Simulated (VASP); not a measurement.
Input of a VASP 6.6.1 run:

POSCAR

```
PbSe
1.0
    5.1741302537      0.0000000000      0.0000000000
   -2.5870651268      4.4809282423      0.0000000000
    0.0000000000      0.0000000000      6.2132838629
Pb Se
2 2
Direct
    0.3333333333      0.6666666667      0.2500000000
    0.6666666667      0.3333333333      0.7500000000
    0.6666666667      0.3333333333      0.2500000000
    0.3333333333      0.6666666667      0.7500000000
```

File INCAR.step1:

```
ALGO = Normal
EDIFF = 1E-4
ENCUT = 520
GGA = PE
ISMEAR = 0
LASPH = T
LCHARG = F
LREAL = F
LWAVE = T
NBANDS = 28
NELM = 80
PREC = Accurate
SIGMA = 0.01
```

INCAR.step2

```
ALGO = Normal
EDIFF = 1E-7
ENCUT = 520
ISIF = 2
ISMEAR = 0
ISTART = 1
LASPH = T
LCHARG = F
LMIXTAU = T
LREAL = F
LWAVE = F
METAGGA = R2SCAN
NBANDS = 28
NELM = 80
PREC = Accurate
SIGMA = 0.01
```

Contents of KPOINTS:

```
k-points
0
Gamma
  6 6 4
```

Potentials or basis: VASP PAW PBE potentials, release 64 (Pb_d, Se).

Launch:

```bash
$ cat potpaw_PBE.64/Pb_d/POTCAR potpaw_PBE.64/Se/POTCAR > POTCAR
$ cp INCAR.step1 INCAR
$ mpirun -np 1 vasp_std > vasp.out
$ cp INCAR.step2 INCAR
$ mpirun -np 1 vasp_std > vasp.out
```

Problem. Predict the pressure.

Solution. 0.0 GPa.

Problem. Predict the band gap on the k mesh.

Solution. 1.48 eV.

Caveat: the PAW data sets were made with another functional, which shifts forces and pressure a little; spin-orbit coupling is left out, which moves the levels of the heavy elements. A k mesh can miss the band edges.
